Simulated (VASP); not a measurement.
Wanted: the native input for a VASP 6.6.1 run.

| Property | Result |
| --- | --- |
| Task | relaxation of cell and atoms |
| Functional | PBE |
| Potentials or basis | VASP PAW PBE potentials, release 64 (Mg) |
| Cutoff | 600 eV |
| k mesh | 4 × 4 × 4 |
| Occupations | gaussian, width 0.1 eV |
| Spin | no spin polarisation |
| Dipole correction | no |
| Further INCAR settings | ALGO = Fast; EDIFF = 1e-07; IBRION = 2; EDIFFG = -0.04; NSW = 90; ISIF = 3 |

The structure of Mg lies in POSCAR:

```
Mg
1.0
    6.1205701262      0.0000000000      0.0000000000
   -2.4458655375      4.8879082773      0.0000000000
    2.6243561310     -1.9715535928      5.0700797751
Mg
6
Direct
    0.1636995922      0.5616315912      0.0607288313
    0.0906285903      0.7900106938      0.5805471419
    0.6463472012      0.0942396349      0.8825785080
    0.1831595764      0.0106079190      0.1527266725
    0.2761556184      0.2129022020      0.7557704120
    0.6442487714      0.4203264294      0.6831826578
```

The cell was built from a structure type or drawn by symmetry, and may not be a known phase.

The input as run:

INCAR

```
ALGO = Fast
EDIFF = 1E-7
EDIFFG = -0.04
ENCUT = 600
GGA = PE
IBRION = 2
ISIF = 3
ISMEAR = 0
LASPH = True
LCHARG = False
LREAL = False
LWAVE = False
NELM = 60
NSW = 90
PREC = Accurate
SIGMA = 0.1
```

KPOINTS

```
k-points
0
Gamma
  4 4 4
```

Potentials or basis: VASP PAW PBE potentials, release 64 (Mg).

Command:

```console
$ cat potpaw_PBE.64/Mg/POTCAR > POTCAR
$ mpirun -np 1 vasp_std > vasp.out
```

Results of the run:

| Quantity | Value |
| --- | --- |
| Relaxed volume | 22.99 Å³/atom |
| Relaxed cell | a = 5.479 Å, b = 6.177 Å, c = 5.483 Å, α = 89.93°, β = 59.88°, γ = 63.73° |
| Space group after relaxing (to 0.1 Å) | P6_3/mmc (No. 194) |
| Energy gained by relaxing | 1876.0 meV/atom |
| Ionic steps | 64 |
| Pressure after relaxing | 0.0 GPa |
| Largest force after relaxing | 0.033 eV/Å |
| Band gap on the k mesh | zero (bands 6 and 7 overlap by 1.09 eV) |

Wall time 34 min on 1 thread of AMD EPYC 9R45 96-Core Processor (Zen 5) (shared host), peak memory 0.36 GiB.
